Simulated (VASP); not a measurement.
Set up this calculation in VASP 6.6.1, as the native input.

```
Task                   : single point
Functional             : PBE
Potentials or basis    : VASP PAW PBE potentials, release 64 (Al, N)
Cutoff                 : 520 eV
k mesh                 : 9 × 9 × 1
Occupations            : gaussian, width 0.1 eV
Spin                   : no spin polarisation
Dipole correction      : yes
Further INCAR settings : ALGO = Normal; EDIFF = 1e-06; NBANDS = 24
```

The structure of Al8N lies in POSCAR:

```
Al8N
1.0
    2.8543223330      0.0000000000      0.0000000000
   -1.4271611665      2.4719156510      0.0000000000
    0.0000000000      0.0000000000     33.4760593533
Al N
8 1
Direct
    0.3333333333      0.6666666667      0.1194883770
    0.0000000000      0.0000000000      0.1895622803
    0.6666666667      0.3333333333      0.2596361837
    0.0000000000      0.0000000000      0.3297100869
    0.3333333333      0.6666666667      0.3992195594
    0.0000000000      0.0000000000      0.4696536480
    0.6666666667      0.3333333333      0.5400996810
    0.0000000000      0.0000000000      0.6116627748
    0.2222222222     -0.2222222222      0.7003828947
```

These files were run (other wordings do the same):

INCAR

```
ALGO     = Normal         # electronic algorithm
DIPOL    = 0.5 0.5 0.402
EDIFF    = 1E-6           # SCF threshold, eV
ENCUT    = 520            # plane-wave cutoff, eV
GGA      = PE             # functional
IDIPOL   = 3            
ISIF     = 2              # what is computed and relaxed
ISMEAR   = 0              # smearing method
LASPH    = True           # aspherical terms in the spheres
LCHARG   = True           # write CHGCAR
LDIPOL   = True         
LELF     = True           # ELF
LREAL    = False          # projectors in reciprocal space
LVACPOTAV= True         
LVHAR    = True         
LWAVE    = False          # write WAVECAR
NBANDS   = 24             # bands
NELM     = 100            # most SCF steps
PREC     = Accurate       # precision mode
SIGMA    = 0.1            # smearing width, eV
```

KPOINTS

```
k-points
0
Gamma
  9 9 1
```

Potentials or basis: VASP PAW PBE potentials, release 64 (Al, N).

Launch:

```sh
$ cat potpaw_PBE.64/Al/POTCAR potpaw_PBE.64/N/POTCAR > POTCAR
$ mpirun -np 1 vasp_std > vasp.out
```

It gave:

```json
{"Largest force": "1.125 eV/Å"}
```

It took 5.2 min on 1 thread of Intel(R) Xeon(R) Platinum 8259CL CPU @ 2.50GHz (Skylake/Cascade Lake), with other jobs on the host, peak memory 0.41 GiB.
